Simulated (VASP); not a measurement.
A run of VASP 6.6.1 is set up as follows.

File INCAR:

```
PREC     = Accurate       # precision mode
ENCUT    = 520            # plane-wave cutoff, eV
EDIFF    = 1E-6           # SCF threshold, eV
ISMEAR   = -1             # smearing method
SIGMA    = 0.1            # smearing width, eV
LREAL    = F              # projectors in reciprocal space
LASPH    = T              # aspherical terms in the spheres
NELM     = 80             # most SCF steps
ALGO     = Normal         # electronic algorithm
ISIF     = 2              # what is computed and relaxed
LWAVE    = F              # write WAVECAR
LCHARG   = F              # write CHGCAR
NBANDS   = 25             # bands
```

File KPOINTS:

```
Automatic mesh
0
Gamma
  10 10 16
```

File POSCAR:

```
Cr
1.0
    3.9783193456      0.0000000000      0.0000000000
   -1.9891596728      3.4453256177      0.0000000000
    0.0000000000      0.0000000000      2.1370117842
Cr
3
Direct
    1.0000000000      0.0000000000      0.0000000000
    0.3333333333      0.6666666667      0.5000000000
    0.6666666667      0.3333333333      0.5000000000
```

Potentials or basis: VASP PAW LDA potentials, release 64 (Cr_pv).

Command:

```bash
$ cat potpaw_LDA.64/Cr_pv/POTCAR > POTCAR
$ mpirun -np 1 vasp_std > vasp.out
```

(1) Predict the pressure.

(2) Predict the band gap on the k mesh.

Answers

(1) 46.6 GPa.

(2) zero (bands 18 and 19 overlap by 1.46 eV).

Caveat: the cell stands under pressure; the run has no spin polarisation, though such a crystal can be magnetic.
